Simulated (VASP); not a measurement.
## Si: single point with PBE

The system is Si.

```
CELL_PARAMETERS angstrom
-1.53944 1.53944 1.53944
1.53944 -1.53944 1.53944
1.53944 1.53944 -1.53944
ATOMIC_POSITIONS crystal
Si 0.00000 0.00000 0.00000
```

```yaml
Program: VASP 6.6.1
Task: single point
Functional: PBE
Potentials_or_basis: VASP PAW PBE potentials, release 64 (Si)
Cutoff: 520 eV
k_mesh: 15 × 15 × 15
Occupations: fermi-dirac, width 0.136057 eV
Spin: no spin polarisation
```

- Pressure: 0.3 GPa
- Band gap on the k mesh: zero (band 2 reaches 21.35 eV, above the bottom of band 3 at 5.84 eV)

Levels at points of the mesh, in eV from the Fermi level:
| k point | band 1 | band 2 | band 3 | band 4 | band 5 | band 6 |
| --- | --- | --- | --- | --- | --- | --- |
| (0.00, 0.00, 0.00) | -14.22 | 11.44 | 11.44 | 11.44 | 12.57 | 12.57 |

Wall time 4.6 s on 1 thread of AMD EPYC 9R45 96-Core Processor (Zen 5), on a shared host, peak memory 0.09 GiB.
